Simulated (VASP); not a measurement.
Runs of VASP 6.6.1 on P. The structure is that of space group P4/mmm (No. 123), or close to it. The cells are those of the table. 

```tsv
cell	gap on the mesh (eV)	pressure (GPa)
a = 4.273, b = 4.273, c = 4.597 Å, 1 atom	none	-3.5
a = 4.059, b = 4.059, c = 4.487 Å, 1 atom	none	(b)
a = 4.059, b = 4.059, c = 4.597 Å, 1 atom	none	(a)
a = 4.166, b = 4.166, c = 4.597 Å, 1 atom	none	-3.9
a = 4.487, b = 4.487, c = 4.159 Å, 1 atom	none	-3.5
a = 4.166, b = 4.166, c = 4.487 Å, 1 atom	none	-4.1
a = 4.059, b = 4.059, c = 4.378 Å, 1 atom	none	-4.8
```

Alike in all rows: task single point; level PBEsol; potentials or basis VASP PAW PBE potentials, release 64 (P); no spin polarisation; k mesh 12 × 12 × 12; cutoff (eV) 520; smearing gaussian 0.15 eV.

Q: Estimate the missing entries.

A: (a) -4.4; (b) -4.6.

Caveats: the PAW data sets were made with another functional, which shifts forces and pressure a little.

A gap of «none» marks levels without a gap at the run's occupations.
